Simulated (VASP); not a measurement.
Wanted: the native input for a VASP 6.6.1 run.

```
Task                   : single point
Functional             : PBE
Dispersion             : D3(BJ)
Potentials or basis    : VASP PAW PBE potentials, release 64 (Tl_d)
Cutoff                 : 520 eV
k mesh                 : 15 × 15 × 4
Occupations            : gaussian, width 0.1 eV
Spin                   : no spin polarisation
Dipole correction      : no
Further INCAR settings : ALGO = Fast; EDIFF = 1e-07; NBANDS = 34
```

The structure of Tl lies in POSCAR:

```
Tl
1.0
    3.5240946658      0.0000000000      0.0000000000
   -1.7620473329      3.0519555059      0.0000000000
    0.0000000000      0.0000000000     11.5725876112
Tl
4
Direct
    0.0000000000      0.0000000000      0.0000000000
    0.3333333333      0.6666666667      0.2500000000
    0.0000000000      0.0000000000      0.5000000000
    0.6666666667      0.3333333333      0.7500000000
```

The input as run:

INCAR

```
  ALGO = Fast
  EDIFF = 1E-7
  ENCUT = 520
  GGA = PE
  ISIF = 2
  ISMEAR = 0
  IVDW = 12
  LASPH = T
  LCHARG = F
  LREAL = F
  LWAVE = F
  NBANDS = 34
  NELM = 100
  PREC = Accurate
  SIGMA = 0.1
```

KPOINTS

```
k-points
0
Gamma
  15 15 4
```

Potentials or basis: VASP PAW PBE potentials, release 64 (Tl_d).

The run is started by

```bash
$ cat potpaw_PBE.64/Tl_d/POTCAR > POTCAR
$ mpirun -np 1 vasp_std > vasp.out
```

It gave:

The pressure is -1.7 GPa. The band gap on the k mesh is zero (bands 26 and 27 overlap by 3.84 eV). The dispersion energy per atom is -0.314 eV.

Caveat: spin-orbit coupling is left out, which moves the levels of the heavy elements.

Run time: 4.1 min on 1 thread of Intel(R) Xeon(R) Platinum 8488C (Sapphire Rapids), on a shared host, peak memory 0.41 GiB.
